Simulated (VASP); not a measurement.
A run of VASP 6.6.1 is set up as follows.

Contents of INCAR:

```
ALGO = Normal
EDIFF = 1E-6
ENCUT = 520
GGA = PE
ISIF = 2
ISMEAR = -1
LASPH = True
LCHARG = False
LREAL = False
LWAVE = False
NBANDS = 11
NELM = 60
PREC = Accurate
SIGMA = 0.05
```

File KPOINTS:

```
k-points
0
Gamma
  13 13 9
```

The input POSCAR:

```
BN
1.0
    2.5080409239      0.0000000000      0.0000000000
   -1.2467107647      2.1762310413      0.0000000000
   -0.6306650796     -1.0881155206      3.0225400000
N B
1 1
Direct
    0.6717090000      0.3228770000      0.9778990000
    0.9805750000      0.9672400000     -0.0038620000
```

Potentials or basis: VASP PAW PBE potentials, release 64 (N, B).

Run with:

```bash
$ cat potpaw_PBE.64/N/POTCAR potpaw_PBE.64/B/POTCAR > POTCAR
$ mpirun -np 1 vasp_std > vasp.out
```

Q: What does it give for the pressure?

A: 5.8 GPa.

Q: Predict the largest force.

A: 3.298 eV/Å.

Q: What does it give for the band gap on the k mesh?

A: 2.93 eV, indirect (least direct gap 4.49 eV).

Forces in eV/Å, atoms in the order of the input:
```
N   -1.499 -2.869  0.632
B    1.499  2.869 -0.632
```

Caveat: the cell differs from its parent crystal (atoms moved at random); forces of over 1 eV/Å act on the atoms, so gaps and moduli don't describe the material at rest. A k mesh can miss the band edges.
